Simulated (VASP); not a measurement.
## TiC: electric field gradients with PBEsol

TiC:

```
Ti C
1.0
     0.00000    2.13475    2.13475
     2.13475    0.00000    2.13475
     2.13475    2.13475    0.00000
Ti C
1 1
Direct
  0.00000 0.00000 0.00000
  0.50000 0.50000 0.50000
```

```
Program                : VASP 6.6.1
Task                   : electric field gradients
Functional             : PBEsol
Potentials or basis    : VASP PAW PBE potentials, release 64 (Ti_sv, C)
Cutoff                 : 520 eV
k mesh                 : 14 × 14 × 14
Occupations            : fermi-dirac, width 0.03 eV
Spin                   : no spin polarisation
Dipole correction      : no
Further INCAR settings : ALGO = Normal; EDIFF = 1e-08; NBANDS = 15
```

```json
{"Pressure": "4.8 GPa", "Band gap on the k mesh": "zero (bands 8 and 9 overlap by 1.09 eV)", "Largest electric field gradient by atom": "zero within the noise of the run"}
```

Levels at points of the mesh, in eV from the Fermi level:
```csv
k point,band 6,band 7,band 8,band 9,band 10,band 11
"(0.00, 0.00, 0.00)",0.68,0.68,0.68,1.76,1.76,1.76
"(0.50, 0.00, 0.00)",-6.07,-3.04,-3.04,3.09,3.09,4.36
"(0.50, 0.50, 0.00)",-3.47,-1.81,0.02,0.02,2.90,3.74
```

Wall time 50 s on 1 thread of AMD EPYC 7R13, on a shared host, peak memory 0.13 GiB.

Caveat: the cell stands under pressure; the PAW data sets were made with another functional, which shifts forces and pressure a little.
